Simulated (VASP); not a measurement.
A run of VASP 6.6.1:

Contents of INCAR:

```
SYSTEM = Ag
PREC = Accurate ; ENCUT = 500
EDIFF = 1E-6 ; ISMEAR = -1
SIGMA = 0.05 ; LREAL = .FALSE.
LASPH = .TRUE. ; NELM = 120
ALGO = Normal ; ISIF = 2
LWAVE = .FALSE. ; LCHARG = .FALSE.
GGA = PE ; NBANDS = 12
GGA_COMPAT = .FALSE.
```

KPOINTS

```
regular mesh
0
G
  10 10 10
  0 0 0
```

Contents of POSCAR:

```
Ag
1.0
    0.0000000000      1.9119043317      1.9119043317
    1.9119043317      0.0000000000      1.9119043317
    1.9119043317      1.9119043317      0.0000000000
Ag
1
Direct
    0.0000000000      0.0000000000      0.0000000000
```

Potentials or basis: VASP PAW PBE potentials, release 64 (Ag).

Launch:

```sh
$ cat potpaw_PBE.64/Ag/POTCAR > POTCAR
$ mpirun -np 1 vasp_std > vasp.out
```

Hardware: 1 thread of AMD EPYC 9R45 96-Core Processor (Zen 5) (shared host).

**Question.** How long does it take, and how much memory?

**Answer.** Wall time 3.7 s on 1 thread of AMD EPYC 9R45 96-Core Processor (Zen 5), with other jobs on the host, peak memory 0.09 GiB. Counts: scf iterations 11, k points 47.
